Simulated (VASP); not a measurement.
HfN: single point with LDA

System: HfN, a slab with vacuum.

```
Hf N
1.0
     3.15943    0.00000    0.00000
     0.00000    3.15943    0.00000
     0.00000    0.00000   20.46810
Hf N
3 3
Direct
  0.25000 0.25000 0.39680
  0.75000 0.75000 0.50000
  0.25000 0.25000 0.60320
  0.75000 0.75000 0.38705
  0.25000 0.25000 0.50000
  0.75000 0.75000 0.61295
```

```yaml
Program: VASP 6.6.1
Task: single point
Functional: LDA
Potentials_or_basis: VASP PAW LDA potentials, release 64 (Hf_pv, N)
Cutoff: 520 eV
k_mesh: 13 × 13 × 1
Occupations: fermi-dirac, width 0.08 eV
Spin: no spin polarisation
Dipole_correction: yes
Further_INCAR_settings: ALGO = Normal; EDIFF = 1e-06; NBANDS = 32
```

```
Largest force          : 0.047 eV/Å
Band gap on the k mesh : zero (an odd number of electrons rules out a gap without spin polarisation)
```

Forces in eV/Å, atoms in the order of the input:
```
Hf   0.000  0.000  0.024
Hf   0.000  0.000  0.000
Hf   0.000  0.000 -0.024
N    0.000  0.000  0.047
N    0.000  0.000  0.000
N    0.000  0.000 -0.047
```

Levels at points of the mesh, in eV from the Fermi level:
```tsv
k point	band 19	band 20	band 21	band 22	band 23	band 24	band 25	band 26	band 27	band 28
(0.00, 0.00, 0.00)	-2.80	-2.80	-2.57	-2.57	-2.22	-0.70	-0.05	0.25	0.25	1.11
```

Wall time 2.2 min on 1 thread of AMD EPYC 9R45 96-Core Processor (Zen 5) (shared host), peak memory 0.3 GiB.

Caveat: spin-orbit coupling is left out, which moves the levels of the heavy elements.
